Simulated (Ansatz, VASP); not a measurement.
**H4C in VASP and in Ansatz**

```
C H
1.0
     7.68347    0.00000    0.00000
     0.00000    7.68347    0.00000
     0.00000    0.00000    7.68347
C H
8 32
Direct
  0.70032 0.61902 0.00240
  0.08122 0.54250 0.82105
  0.39332 0.30748 0.09204
  0.40048 0.87846 0.24795
  0.54660 0.16928 0.63132
  0.87022 0.81535 0.51248
  0.91599 0.06704 0.00090
  0.08278 0.28467 0.42730
  0.72139 0.47857 0.99330
  0.57224 0.64405 0.05852
  0.70798 0.67620 0.87216
  0.80026 0.67729 0.08556
  0.05561 0.67803 0.85711
  0.07689 0.46067 0.93742
  0.20996 0.53185 0.76075
  0.98176 0.49879 0.72897
  0.44774 0.32757 0.22210
  0.27753 0.22513 0.10124
  0.49043 0.24447 0.00904
  0.35810 0.43307 0.03537
  0.33434 0.96294 0.34140
  0.54038 0.90496 0.25137
  0.35083 0.90491 0.11683
  0.37713 0.74191 0.28178
  0.59409 0.15804 0.49749
  0.47887 0.29358 0.64821
  0.65679 0.16234 0.72136
  0.45632 0.06223 0.65857
  0.94619 0.88486 0.61086
  0.76438 0.74438 0.57629
  0.95441 0.72313 0.44389
  0.81567 0.90876 0.41991
  0.96846 0.98579 0.10567
  0.80768 0.99910 0.93808
  0.01818 0.09337 0.90492
  0.86969 0.19021 0.05539
  0.15350 0.40140 0.46823
  0.97479 0.26025 0.51707
  0.17125 0.17332 0.42843
  0.03242 0.30320 0.29543
```

Alike in both runs: functional PBE; dispersion D3(BJ); k mesh 1 × 1 × 1; occupations fermi-dirac, width 0.05 eV; no spin polarisation.

Ansatz relaxed the structure, and its values are those at the end. VASP's run is a single point on that final structure, the one shown.

```csv
,VASP,Ansatz
version,VASP 6.6.1,Ansatz 0.2.0
potentials or method,"VASP PAW PBE potentials, release 64 (C, H), cutoff 520 eV","scalar-relativistic, plane waves, PAW"
valence electrons in the cell,64,64
```

|  | VASP | Ansatz | Ansatz less VASP |
| --- | --- | --- | --- |
| rms of the force components (eV/Å) | 0.017 | 0.017 | +0.0001 |
